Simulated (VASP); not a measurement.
HfB2, 3 atoms in the cell. Symmetry: P6/mmm, No. 191, hexagonal system. The conventional cell has a = 3.140 Å, b = 3.140 Å, c = 3.470 Å, α = 90.00°, β = 90.00°, γ = 120.00°. Hf (site symmetry 6/mmm) has 12 B at 2.51 Å and 6 Hf at 3.14 Å within 3.3 Å. Within 2.4 Å of B (site symmetry -6m2) lie 3 B at 1.81 Å. 

* Program: VASP 6.6.1
* Task: relaxation of cell and atoms
* Functional: r2SCAN
* Potentials or basis: VASP PAW PBE potentials, release 64 (Hf_pv, B)
* Cutoff: 600 eV
* k mesh: 21 × 21 × 16
* Occupations: gaussian, width 0.1 eV
* Spin: no spin polarisation
* Dipole correction: no
* Further INCAR settings: ALGO = Normal; EDIFF = 1e-06; IBRION = 2; EDIFFG = -0.003; NSW = 80; ISIF = 3

Potentials or basis: VASP PAW PBE potentials, release 64 (Hf_pv, B).

Launch:

```sh
$ cat potpaw_PBE.64/Hf_pv/POTCAR potpaw_PBE.64/B/POTCAR > POTCAR
$ cp INCAR.step1 INCAR
$ mpirun -np 1 vasp_std > vasp.out
$ cp INCAR.step2 INCAR
$ mpirun -np 1 vasp_std > vasp.out
```

Hardware: 1 thread of Oxide Virtual Turin-like Processor (shared host).

**Question.** Estimate the wall time of this run.

**Answer.** Run time: 92 min on 1 thread of Oxide Virtual Turin-like Processor, on a shared host, peak memory 0.32 GiB. Counts: k points 432, ion steps 9.
